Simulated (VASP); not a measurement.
# CdTe (I-4m2) in VASP: single point with HSE06

Aim: the single point of CdTe with HSE06.

Program: VASP 6.6.1. These are calculated values, not measurements. Logs are shortened: lines on timing, memory, paths and dates and some standing lists are left out, and cuts for length are marked.

### Step 1. The cell of the first run

Symmetry: I-4m2, No. 119, tetragonal system. The conventional cell has a = 4.453 Å, b = 4.453 Å, c = 6.897 Å, α = 90.00°, β = 90.00°, γ = 90.00°. Within 3.7 Å of Cd (site symmetry -4m2) lie 4 Te at 2.82 Å. Te (site symmetry -4m2) has 4 Cd at 2.82 Å within 3.7 Å.

### Step 2. Single point, HSE06 (epitaxial xy strain -4.0%)

The input, POSCAR:

```
CdTe
1.0
    0.0000000000      3.1487569112      3.4485483051
    3.1487569112      0.0000000000      3.4485483051
    3.1487569112      3.1487569112      0.0000000000
Cd Te
1 1
Direct
    0.0000000000      0.0000000000      0.0000000000
    0.2500000000      0.2500000000      0.2500000000
```

The input, INCAR.step1:

```
SYSTEM = CdTe
  PREC = Accurate
  ENCUT = 520
  EDIFF = 1E-5
  ISMEAR = 0
  SIGMA = 0.01
  LREAL = .FALSE.
  LASPH = .TRUE.
  NELM = 80
  ALGO = Normal
  ISIF = 2
  LWAVE = .TRUE.
  GGA = PE
  NBANDS = 16
```

The input, INCAR.step2:

```
SYSTEM = CdTe
  PREC = Accurate
  ENCUT = 520
  EDIFF = 1E-6
  ISMEAR = 0
  SIGMA = 0.01
  LREAL = .FALSE.
  LASPH = .TRUE.
  NELM = 80
  ALGO = Normal
  ISIF = 2
  LWAVE = .FALSE.
  LCHARG = .TRUE.
  GGA = PE
  LHFCALC = .TRUE.
  HFSCREEN = 0.2079
  PRECFOCK = Normal
  LELF = .TRUE.
  LVHAR = .TRUE.
  ISTART = 1
  NBANDS = 16
```

The input, KPOINTS:

```
Automatic mesh
0
G
  4 4 4
  0 0 0
```

Potentials or basis: VASP PAW PBE potentials, release 64 (Cd, Te).

Launch:

```bash
$ cat potpaw_PBE.64/Cd/POTCAR potpaw_PBE.64/Te/POTCAR > POTCAR
$ cp INCAR.step1 INCAR
$ mpirun -np 1 vasp_std > vasp.out
$ cp INCAR.step2 INCAR
$ mpirun -np 1 vasp_std > vasp.out
```

OUTCAR:

```text
SYSTEM = CdTe
   PREC = Accurate
   ENCUT = 520
   EDIFF = 1E-6
   ISMEAR = 0
   LREAL = .FALSE.
   LASPH = .TRUE.
   NELM = 80
   ISIF = 2
   GGA = PE
   LHFCALC = .TRUE.
   HFSCREEN = 0.2079
   PRECFOCK = Normal
   ISTART = 1

 ion  position               nearest neighbor table
   1  0.000  0.000  0.000-   2 2.82   2 2.82   2 2.82   2 2.82
   2  0.250  0.250  0.250-   1 2.82   1 2.82   1 2.82   1 2.82

  LATTYP: Found a body centered tetragonal cell.
 ALAT       =     4.4530147284
 C/A-ratio  =     1.5488600489

  Lattice vectors:

 A1 = (  -3.1487569112,   0.0000000000,   3.4485483051)
 A2 = (   3.1487569112,   0.0000000000,   3.4485483051)
 A3 = (   0.0000000000,   3.1487569112,  -3.4485483051)

Analysis of symmetry for initial positions (statically):
=====================================================================
 Subroutine PRICEL returns:
 Original cell was already a primitive cell.

 Routine SETGRP: Setting up the symmetry group for a
 body centered tetragonal supercell.

 Subroutine GETGRP returns: Found  8 space group operations
 (whereof  8 operations were pure point group operations)
 out of a pool of 16 trial point group operations.

The static configuration has the point symmetry D_2d.

Analysis of symmetry for dynamics (positions and initial velocities):
=====================================================================
 Subroutine PRICEL returns:
 Original cell was already a primitive cell.

 Routine SETGRP: Setting up the symmetry group for a
 body centered tetragonal supercell.

 Subroutine GETGRP returns: Found  8 space group operations
 (whereof  8 operations were pure point group operations)
 out of a pool of 16 trial point group operations.

The dynamic configuration has the point symmetry D_2d.

 Subroutine INISYM returns: Found  8 space group operations
 (whereof  8 operations are pure point group operations),
 and found     1 'primitive' translations

----------------------------------------------------------------------------------------

                                     Primitive cell

  volume of cell :      68.3824

  direct lattice vectors                    reciprocal lattice vectors
     0.000000000  3.148756911  3.448548305    -0.158792823  0.158792823  0.144988545
     3.148756911  0.000000000  3.448548305     0.158792823 -0.158792823  0.144988545
     3.148756911  3.148756911  0.000000000     0.158792823  0.158792823 -0.144988545

  length of vectors
     4.669813219  4.669813219  4.453014728     0.267305068  0.267305068  0.267305068

  position of ions in fractional coordinates (direct lattice)
     0.000000000  0.000000000  0.000000000
     0.250000000  0.250000000  0.250000000

  ion indices of the primitive-cell ions
   primitive index   ion index
                 1           1
                 2           2

----------------------------------------------------------------------------------------

 KPOINTS: Automatic mesh

Automatic generation of k-mesh.
 Grid dimensions read from file:
 generate k-points for:    4    4    4

 Generating k-lattice:

  Cartesian coordinates                     Fractional coordinates (reciprocal lattice)
    -0.039698206  0.039698206  0.036247136     0.250000000  0.000000000  0.000000000
     0.039698206 -0.039698206  0.036247136     0.000000000  0.250000000  0.000000000
     0.039698206  0.039698206 -0.036247136    -0.000000000 -0.000000000  0.250000000

  Length of vectors
     0.066826267  0.066826267  0.066826267

  Shift w.r.t. Gamma in fractional coordinates (k-lattice)
     0.000000000  0.000000000  0.000000000

 Subroutine IBZKPT returns following result:
 ===========================================

 Found     13 irreducible k-points:

 Following reciprocal coordinates:
            Coordinates               Weight
  0.000000  0.000000  0.000000      1.000000
  0.250000  0.000000  0.000000      8.000000
  0.500000  0.000000  0.000000      4.000000
  0.250000  0.250000  0.000000      2.000000
  0.500000  0.250000  0.000000      8.000000
 -0.250000  0.250000  0.000000      4.000000
  0.500000  0.500000  0.000000      1.000000
  0.250000  0.000000  0.250000      4.000000
  0.500000  0.000000  0.250000     16.000000
 -0.250000  0.000000  0.250000      8.000000
 -0.250000  0.500000  0.250000      4.000000
  0.500000  0.000000  0.500000      2.000000
 -0.250000  0.250000  0.500000      2.000000
   k-points           NKPTS =     13   k-points in BZ     NKDIM =     64   number of bands    NBANDS=     16
   number of dos      NEDOS =    301   number of ions     NIONS =      2
   total plane-waves  NPLWV =  46656
   dimension x,y,z NGX =    36 NGY =   36 NGZ =   36
   dimension x,y,z NGXF=    72 NGYF=   72 NGZF=   72
   ions per type =               1   1
   NGX,Y,Z   is equivalent  to a cutoff of  12.82, 12.82, 13.44 a.u.
   NGXF,Y,Z  is equivalent  to a cutoff of  25.63, 25.63, 26.88 a.u.
 SYSTEM =  CdTe
   PREC   = accura    normal or accurate (medium, high low for compatibility)
   ISTART =      1    job   : 0-new  1-cont  2-samecut
   ICHARG =      0    charge: 1-file 2-atom 10-const
   ISPIN  =      1    spin polarized calculation?
   LNONCOLLINEAR =      F non collinear calculations
   LSORBIT =      F    spin-orbit coupling
   LASPH  =      T    aspherical Exc in radial PAW
   ENCUT  =  520.0 eV  38.22 Ry    6.18 a.u.   8.68  8.68  8.28*2*pi/ulx,y,z
   NELM   =     80;   NELMIN=  2; NELMDL=  0     # of ELM steps
   EDIFF  = 0.1E-05   stopping-criterion for ELM
   LREAL  =      F    real-space projection
   EDIFFG = 0.1E-04   stopping-criterion for IOM
   NSW    =      0    number of steps for IOM
   IBRION =     -1    ionic relax: 0-MD 1-quasi-New 2-CG
   NFREE  =      0    steps in history (QN), initial steepest desc. (CG)
   ISIF   =      2    stress and relaxation
   ISYM   =      3    0-nonsym 1-usesym 2-fastsym
   POTIM  = 0.5000    time-step for ionic-motion
   TEBEG  =    0.0;   TEEND  =   0.0 temperature during run
   PSTRESS=    0.0 pullay stress
   NELECT =      18.0000    total number of electrons
   NUPDOWN=      -1.0000    fix difference up-down
   EMIN   =  10.00;   EMAX   =-10.00  energy-range for DOS
   EFERMI =   0.00;   METHOD = LEGACY
   ISMEAR =     0;   SIGMA  =   0.01  broadening in eV -4-tet -1-fermi 0-gaus
   EFERMI_NEDOS =   21; number of points for ismear=-14 and -15
   IALGO  =     38    algorithm
   IMIX   =      1    mixing-type and parameters
     AMIX     =   0.40;   BMIX     =  1.00
     AMIX_MAG =   1.60;   BMIX_MAG =  1.00
  volume/ion in A,a.u.               =      34.19       230.73
  Fermi-wavevector in a.u.,A,eV,Ry     =   1.049182  1.982666 14.977059  1.100783
  Thomas-Fermi vector in A             =   2.184134
   LORBIT       =      0    0 simple, 1 ext, 2 COOP (PROOUT), +10 PAW based schemes
   GGA     = PE    functional components
   LHFCALC =     T    Hartree Fock is set to
   PRECFOCK=normal    Normal, Fast or Accurate (Low or Medium for compatibility)
   ENCUT4O =  -1.0   cutoff for four orbital integrals eV
   NKREDX  =     1    reduce k-point grid by
   NKREDY  =     1    reduce k-point grid by
   NKREDZ  =     1    reduce k-point grid by
   AEXX    =    0.2500 exact exchange contribution
   HFSCREEN=    0.2079 screening length (either q_TF or 0.3 A-1)
   HFSCREENC=   0.2079 screening length for correlation (either q_TF or 0.3 A-1)
   ENCUTFOCK=  -1.0 apply spherical cutoff to Coloumb kernel
   IVDW    =     0    specifies the selected vdW correction
   LEPSILON=     F    determine dielectric tensor
   LRPA    =     F    only Hartree local field effects (RPA)
 non-spin polarized calculation
 Gauss-broadening in eV      SIGMA  =   0.01
  energy-cutoff  :      520.00
  volume of cell :       68.38
 maximum number of plane-waves:      1876
 NGX is ok and might be reduce to    36
  NGX = 28; NGY = 28; NGZ = 28

 number of electron      17.9999999 magnetization

 Free energy of the ion-electron system (eV)
  ---------------------------------------------------
  ext. energy  EPLUGINS =         0.00000000
  ---------------------------------------------------
  free energy    TOTEN  =        -5.95837143 eV

  energy without entropy =       -5.95837143  energy(sigma->0) =       -5.95837143

 E-fermi :   1.9684     XC(G=0):  -7.1483

 val. band max:        1.9192292198   @ k =   0.0000   0.0000   0.0000
 cond. band min:       3.3116077534   @ k =   0.0000   0.0000   0.0000
 fundamental gap:      1.3923785336
 Fermi energy:         1.9683506786

 k-point     1 :       0.0000    0.0000    0.0000
  band No.  band energies     occupation
      1     -10.2822      2.00000
      2      -7.7947      2.00000
      3      -7.7697      2.00000
      4      -7.7697      2.00000
      5      -7.5249      2.00000
      6      -7.5213      2.00000
[... 8 lines left out ...]
     15      11.3362      0.00000
     16      12.0032      0.00000

 k-point     2 :       0.2500    0.0000    0.0000
  band No.  band energies     occupation
      1     -10.0789      2.00000
      2      -7.7539      2.00000
      3      -7.7351      2.00000
      4      -7.5671      2.00000
      5      -7.5275      2.00000
      6      -7.4954      2.00000
[... 8 lines left out ...]
     15      11.3849      0.00000
     16      11.4782      0.00000

 k-point     3 :       0.5000    0.0000    0.0000
  band No.  band energies     occupation
      1      -9.8930      2.00000
      2      -7.7289      2.00000
      3      -7.7060      2.00000
      4      -7.5274      2.00000
      5      -7.5095      2.00000
      6      -7.0815      2.00000
[... 8 lines left out ...]
     15      12.9594      0.00000
     16      13.3367      0.00000
[... 153 lines left out ...]
 k-point    12 :       0.5000    0.0000    0.5000
  band No.  band energies     occupation
      1      -9.7720      2.00000
      2      -7.6542      2.00000
      3      -7.6269      2.00000
      4      -7.5997      2.00000
      5      -7.4950      2.00000
      6      -6.8396      2.00000
[... 8 lines left out ...]
     15      12.9857      0.00000
     16      14.3121      0.00000

 k-point    13 :      -0.2500    0.2500    0.5000
  band No.  band energies     occupation
      1      -9.7727      2.00000
      2      -7.6885      2.00000
      3      -7.6347      2.00000
      4      -7.5584      2.00000
      5      -7.5241      2.00000
      6      -6.7782      2.00000
[... 8 lines left out ...]
     15      14.6565      0.00000
     16      14.8643      0.00000

------------------------ aborting loop because EDIFF is reached ----------------------------------------

  FORCE on cell =-STRESS in cart. coord.  units (eV):
  Direction    XX          YY          ZZ          XY          YZ          ZX
  --------------------------------------------------------------------------------------
  -------------------------------------------------------------------------------------
  Total        0.8886929      0.8886929      0.0707962      0.0000000      0.0000000     -0.0000000
  in kB       20.8217736     20.8217736      1.6587315      0.0000000      0.0000000     -0.0000000
  external PRESSURE =      14.4340929 kB  Pullay stress =       0.0000000 kB

 VOLUME and BASIS-vectors are now :
 -----------------------------------------------------------------------------
  energy-cutoff  :      520.00
  volume of cell :       68.38
      direct lattice vectors                 reciprocal lattice vectors
     0.000000000  3.148756911  3.448548305    -0.158792823  0.158792823  0.144988545
     3.148756911  0.000000000  3.448548305     0.158792823 -0.158792823  0.144988545
     3.148756911  3.148756911  0.000000000     0.158792823  0.158792823 -0.144988545

 POSITION                                       TOTAL-FORCE (eV/Angst)
 -----------------------------------------------------------------------------------
      0.00000      0.00000      0.00000        -0.000000     -0.000000     -0.000000
      1.57438      1.57438      1.72427         0.000000      0.000000      0.000000
 -----------------------------------------------------------------------------------
    total drift:                               -0.000001     -0.000001      0.000018

  FREE ENERGIE OF THE ION-ELECTRON SYSTEM (eV)
  ---------------------------------------------------
  free  energy   TOTEN  =        -5.9583714325 eV

  energy  without entropy=       -5.9583714325  energy(sigma->0) =       -5.95837143
```

Run time: 15 min. Hardware: 1 thread of Intel Xeon Platinum 8488C (Sapphire Rapids), shared host; peak memory 0.33 GiB.

What came out:

```yaml
Free_energy: -5.9584 eV
Pressure: 1.4 GPa
Band_gap_on_the_k_mesh: 1.39 eV
```

Levels at points of the mesh, in eV from the valence-band top:
| k point | band 6 | band 7 | band 8 | band 9 | band 10 | band 11 | band 12 | band 13 |
| --- | --- | --- | --- | --- | --- | --- | --- | --- |
| (0.00, 0.00, 0.00) | -9.44 | -0.37 | 0.00 | 0.00 | 1.39 | 5.40 | 5.40 | 5.41 |
| (0.50, 0.00, 0.00) | -9.00 | -4.80 | -1.18 | -0.68 | 2.42 | 5.76 | 6.25 | 7.91 |
| (0.50, 0.50, 0.00) | -8.94 | -4.98 | -1.79 | -1.79 | 3.43 | 3.83 | 9.34 | 10.23 |
| (0.50, 0.00, 0.50) | -8.76 | -4.51 | -2.29 | -2.13 | 3.06 | 3.13 | 9.64 | 9.94 |

Caveat: the cell differs from its parent crystal (epitaxial xy strain -4.0%); the PAW data sets were made with another functional, which shifts forces and pressure a little; spin-orbit coupling is left out, which moves the levels of the heavy elements.
